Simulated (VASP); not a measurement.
A run of VASP 6.6.1:

The input INCAR:

```
SYSTEM = Bi
  PREC = Accurate
  ENCUT = 520
  EDIFF = 1E-6
  ISMEAR = 0
  SIGMA = 0.02
  LREAL = .False.
  LASPH = .True.
  NELM = 60
  ALGO = Normal
  ISIF = 2
  LWAVE = .False.
  LCHARG = .False.
  LDIPOL = .True.
  IDIPOL = 3
  DIPOL = 0.5 0.5 0.500
  NBANDS = 22
```

KPOINTS

```
regular mesh
0
Gamma
  9 9 1
  0 0 0
```

File POSCAR:

```
Bi
1.0
    4.2840000000      0.0000000000      0.0000000000
   -2.1420000000      3.7100528298      0.0000000000
    0.0000000000      0.0000000000     28.0000000000
Bi
2
Direct
    0.3333333333      0.6666666667      0.5262500000
    0.6666666667      0.3333333333      0.4737500000
```

Potentials or basis: VASP PAW LDA potentials, release 64 (Bi_d).

The run is started by

```console
$ cat potpaw_LDA.64/Bi_d/POTCAR > POTCAR
$ mpirun -np 1 vasp_std > vasp.out
```

Hardware: 1 thread of AMD EPYC 7R43 64-Core Processor (Zen 3), with other jobs on the host.

Task: Estimate the wall time of this run.

Result: Wall time 100 s on 1 thread of AMD EPYC 7R43 64-Core Processor (Zen 3) (shared host), peak memory 0.36 GiB. Counts: scf iterations 20, k points 12.
